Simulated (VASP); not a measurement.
MgV2O6, 9 atoms in the cell. Symmetry: C2/m, No. 12, monoclinic system. The conventional cell has a = 9.276 Å, b = 3.460 Å, c = 6.710 Å, α = 90.00°, β = 112.84°, γ = 90.00°. Mg (site symmetry 2/m) has 6 O at 2.04 to 2.18 Å within 2.7 Å. Within 2.2 Å of V (site symmetry m) lie 5 O at 1.67 to 2.13 Å. Within 2.2 Å of O (site symmetry m) lie 1 V at 1.67 Å and 1 Mg at 2.04 Å. O (site symmetry m) has 3 V at 1.83 to 2.13 Å and 2 O at 2.37 Å within 2.4 Å. Within 2.2 Å of O (site symmetry m) lie 1 V at 1.67 Å and 2 Mg at 2.18 Å. 

| Property | Result |
| --- | --- |
| Program | VASP 6.6.1 |
| Task | single point |
| Functional | PBEsol |
| Potentials or basis | VASP PAW PBE potentials, release 64 (Mg, V_sv, O) |
| Cutoff | 520 eV |
| k mesh | 8 × 8 × 4 |
| Occupations | gaussian, width 0.02 eV |
| Spin | no spin polarisation |
| Dipole correction | no |
| Further INCAR settings | ALGO = Normal; EDIFF = 1e-06; NBANDS = 42 |

Potentials or basis: VASP PAW PBE potentials, release 64 (Mg, V_sv, O).

Command:

```sh
$ cat potpaw_PBE.64/Mg/POTCAR potpaw_PBE.64/V_sv/POTCAR potpaw_PBE.64/O/POTCAR > POTCAR
$ mpirun -np 1 vasp_std > vasp.out
```

Hardware: 1 thread of Intel Xeon 8259CL, with other jobs on the host.

Task: How long does it take, and how much memory?

Result: Wall time 14 min on 1 thread of Intel Xeon 8259CL, with other jobs on the host, peak memory 0.45 GiB. Counts: scf iterations 17, k points 78.
